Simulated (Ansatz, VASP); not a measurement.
**One calculation of B, two programs**

```
CELL_PARAMETERS angstrom
3.13375 0.13566 -0.36607
1.26839 2.59471 0.23575
-2.83226 -0.55509 3.58570
ATOMIC_POSITIONS crystal
B 0.23054 0.03442 0.27061
B 0.44111 0.16363 0.74644
B 0.65189 0.49106 0.61123
B 0.44131 0.36187 0.13540
```

Alike in both runs: functional PBE; k mesh 6 × 8 × 4; occupations gaussian, width 0.1 eV; no spin polarisation.

Ansatz relaxed the structure, and its values are those at the end. VASP's run is a single point on that final structure, the one shown.

```csv
,VASP,Ansatz
version,VASP 6.6.1,Ansatz 0.2.0
potentials or method,"VASP PAW PBE potentials, release 64 (B), cutoff 520 eV","scalar-relativistic, plane waves, PAW"
valence electrons in the cell,12,12
```

Ansatz gave:

| Property | Result |
| --- | --- |
| gap on the k mesh at the Fermi level (eV) | none |
| pressure (GPa) | 0.1 |
| rms of the force components (eV/Å) | 0.006 |

Q: Which values does VASP return?

A: gap on the k mesh at the Fermi level (eV): none; pressure (GPa): 0.1; rms of the force components (eV/Å): 0.007.

A gap of «none» marks a metal or a gap that the smearing closes.

The k mesh is coarse, so the values compare programs but aren't converged.
